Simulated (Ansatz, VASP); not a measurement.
## One calculation of Sn, two programs

```xyz
2
Lattice="0.0000 3.2224 3.2224 3.2224 0.0000 3.2224 3.2224 3.2224 0.0000" Properties=species:S:1:pos:R:3 pbc="T T T"
Sn    3.2224    3.2224    3.2224
Sn    4.8336    4.8336    4.8336
```

Alike in both runs: task single point; functional PBEsol; k mesh 12 × 12 × 12; occupations gaussian, width 0.1 eV; no spin polarisation.

|  | VASP | Ansatz |
| --- | --- | --- |
| version | VASP 6.6.1 | Ansatz 0.2.0 |
| potentials or method | VASP PAW PBE potentials, release 64 (Sn_d), cutoff 520 eV | scalar-relativistic, plane waves, PAW |
| valence electrons in the cell | 28 | 28 |

```csv
,VASP,Ansatz,Ansatz less VASP
gap on the k mesh at the Fermi level (eV),none,none,-
pressure (GPa),2.0,2.0,+0.07
```

VASP's potentials were made for PBE, not for PBEsol. A gap of «none» marks a metal or a gap that the smearing closes.
